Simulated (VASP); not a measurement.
Input of a VASP 6.6.1 run:

File INCAR:

```
ALGO = Normal
EDIFF = 1E-7
ENCUT = 520
ISIF = 2
ISMEAR = -1
LASPH = T
LCHARG = F
LREAL = F
LWAVE = F
NBANDS = 18
NELM = 80
PREC = Accurate
SIGMA = 0.05
```

File KPOINTS:

```
k-points
0
Gamma
  8 8 6
```

The input POSCAR:

```
P
1.0
    1.6694264413     -5.5369543634      0.0000000000
    1.6694264413      5.5369543634      0.0000000000
    0.0000000000      0.0000000000      4.6034271255
P
4
Direct
    0.9041431300      0.0958568700      0.5888151700
    0.0958568700      0.9041431300      0.4111848300
    0.5958568700      0.4041431300      0.0888151700
    0.4041431300      0.5958568700      0.9111848300
```

Potentials or basis: VASP PAW LDA potentials, release 64 (P).

Run with:

```sh
$ cat potpaw_LDA.64/P/POTCAR > POTCAR
$ mpirun -np 1 vasp_std > vasp.out
```

Question: Estimate the band gap on the k mesh.

Answer: 0.05 eV, direct.

Question: Predict the largest force.

Answer: 0.210 eV/Å.

Question: Predict the pressure.

Answer: -4.9 GPa.

Stress tensor (GPa, compression positive):
```
-6.13  0.00  0.00
 0.00 -3.85  0.00
 0.00  0.00 -4.65
```

A k mesh can miss the band edges.
